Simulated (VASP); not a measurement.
Set up this calculation in VASP 6.6.1, as the native input.

```yaml
Task: single point
Functional: PBEsol
Potentials_or_basis: VASP PAW PBE potentials, release 64 (Y_sv, S)
Cutoff: 520 eV
k_mesh: 16 × 16 × 16
Occupations: gaussian, width 0.15 eV
Spin: no spin polarisation
Dipole_correction: no
Further_INCAR_settings: ALGO = Normal; EDIFF = 1e-07; NBANDS = 16
```

The structure of YS lies in POSCAR:

```
YS
1.0
    0.6687774211      3.1155240835      3.1155240835
    3.1155240835      0.6687774211      3.1155240835
    3.1155240835      3.1155240835      0.6687774211
Y S
1 1
Direct
    0.5000000000      0.5000000000      0.5000000000
    0.0000000000      0.0000000000      0.0000000000
```

This cell differs from its parent crystal: ratio of the length along [111] to the lengths across it x 1.41, volume and fractional coordinates fixed.

These files were run (other wordings do the same):

INCAR

```
PREC = Accurate
ENCUT = 520
EDIFF = 1E-7
ISMEAR = 0
SIGMA = 0.15
LREAL = F
LASPH = T
NELM = 80
ALGO = Normal
ISIF = 2
LWAVE = F
LCHARG = F
GGA = PS
NBANDS = 16
```

KPOINTS

```
regular mesh
0
Gamma
  16 16 16
```

Potentials or basis: VASP PAW PBE potentials, release 64 (Y_sv, S).

Launch:

```bash
$ cat potpaw_PBE.64/Y_sv/POTCAR potpaw_PBE.64/S/POTCAR > POTCAR
$ mpirun -np 1 vasp_std > vasp.out
```

Results of the run:

- Pressure: -0.9 GPa

Caveat: the PAW data sets were made with another functional, which shifts forces and pressure a little.

Run time: 19 min on 1 thread of Oxide Virtual Turin-like Processor (shared host), peak memory 0.42 GiB.
